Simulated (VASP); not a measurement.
A run of VASP 6.6.1 is set up as follows.

The input INCAR:

```
SYSTEM = GaP
  PREC = Accurate
  ENCUT = 520
  EDIFF = 1E-6
  ISMEAR = 0
  SIGMA = 0.05
  LREAL = .False.
  LASPH = .True.
  NELM = 60
  ALGO = Normal
  ISIF = 2
  LWAVE = .False.
  LCHARG = .False.
  GGA = PE
  NBANDS = 16
```

KPOINTS

```
regular mesh
0
Gamma
  10 10 10
  0 0 0
```

The input POSCAR:

```
GaP
1.0
    0.0000000000      2.8010137090      2.6552409793
    2.6552409793      0.0000000000      2.6552409793
    2.6552409793      2.8010137090      0.0000000000
Ga P
1 1
Direct
    0.0000000000      0.0000000000      0.0000000000
    0.7500000000      0.7500000000      0.7500000000
```

Potentials or basis: VASP PAW PBE potentials, release 64 (Ga_d, P).

Run with:

```console
$ cat potpaw_PBE.64/Ga_d/POTCAR potpaw_PBE.64/P/POTCAR > POTCAR
$ mpirun -np 1 vasp_std > vasp.out
```

Task: Estimate the pressure.

Result: 4.6 GPa.

Task: What does it give for the band gap on the k mesh?

Result: 1.30 eV, indirect (least direct gap 1.90 eV).

Stress tensor (GPa, compression positive):
```
6.07 0.00 0.00
0.00 1.73 0.00
0.00 0.00 6.07
```

 A k mesh can miss the band edges.
